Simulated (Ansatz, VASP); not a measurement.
**Two plane-wave programs on CaI**

```
Ca I
1.0
     4.20139    0.00000    0.00000
    -2.10069    3.63851    0.00000
     0.00000    0.00000    4.63645
Ca I
1 1
Direct
  0.00000 0.00000 0.50000
  0.66667 0.33333 0.00000
```

Alike in both runs: task single point; functional PBE; k mesh 8 × 8 × 6; no spin polarisation.

|  | VASP | Ansatz |
| --- | --- | --- |
| version | VASP 6.6.1 | Ansatz 0.2.0 |
| potentials or method | VASP PAW PBE potentials, release 64 (Ca_sv, I), cutoff 520 eV | plane waves, PAW |
| occupations | methfessel-paxton of order 1, width 0.1 eV | cold |
| valence electrons in the cell | 17 | 27 |

Ansatz gave:

```
pressure (GPa)                                                : -0.9
traceless stress, the component that is largest in VASP (GPa) : 0.38
```

Q: What did VASP give for the same quantities?

A: Pressure (GPa): -0.9; traceless stress, the component that is largest in VASP (GPa): 0.33.

VASP's potentials hold 17 valence electrons a cell and Ansatz's 27, so a difference there can come from the potentials and not from the codes. Ansatz's warnings: stress scf threshold loose.

Spin-orbit coupling is off throughout.
